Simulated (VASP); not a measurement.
Input of a VASP 6.6.1 run:

POSCAR

```
GaN
1.0
    3.1799996605      0.0000000000      0.0000000000
   -1.5899998303      2.7539604900      0.0000000000
    0.0000000000      0.0000000000      5.0885100000
Ga N
2 2
Direct
    0.3333333333      0.6666666667      0.0000000000
    0.6666666667      0.3333333333      0.5000000000
    0.3333333333      0.6666666667      0.3750000000
    0.6666666667      0.3333333333      0.8750000000
```

Contents of INCAR.step1:

```
  PREC = Accurate
  ENCUT = 520
  ISMEAR = 0
  SIGMA = 0.05
  LREAL = False
  LASPH = True
  NELM = 60
  NBANDS = 26
  GGA = PE
  ALGO = Normal
  EDIFF = 1E-4
  LWAVE = True
  LCHARG = False
```

Contents of INCAR.step2:

```
  PREC = Accurate
  ENCUT = 520
  EDIFF = 1E-7
  ISMEAR = 0
  SIGMA = 0.05
  LREAL = False
  LASPH = True
  NELM = 60
  ALGO = Normal
  ISIF = 2
  LWAVE = False
  LCHARG = False
  METAGGA = R2SCAN
  LMIXTAU = True
  NBANDS = 26
  ISTART = 1
```

KPOINTS

```
regular mesh
0
Gamma
  12 12 6
```

Potentials or basis: VASP PAW PBE potentials, release 64 (Ga_d, N).

Run with:

```bash
$ cat potpaw_PBE.64/Ga_d/POTCAR potpaw_PBE.64/N/POTCAR > POTCAR
$ cp INCAR.step1 INCAR
$ mpirun -np 1 vasp_std > vasp.out
$ cp INCAR.step2 INCAR
$ mpirun -np 1 vasp_std > vasp.out
```

Q: Estimate the largest force.

A: 0.354 eV/Å.

Q: What does it give for the pressure?

A: 5.5 GPa.

Q: Estimate the band gap on the k mesh.

A: 2.52 eV.

Forces in eV/Å, atoms in the order of the input:
```
Ga   0.000  0.000 -0.354
Ga   0.000  0.000 -0.354
N    0.000  0.000  0.354
N    0.000  0.000  0.354
```

Caveat: the cell differs from its parent crystal (strain +0.000 along x and y, -0.015 along z); the cell stands under pressure; the PAW data sets were made with another functional, which shifts forces and pressure a little.
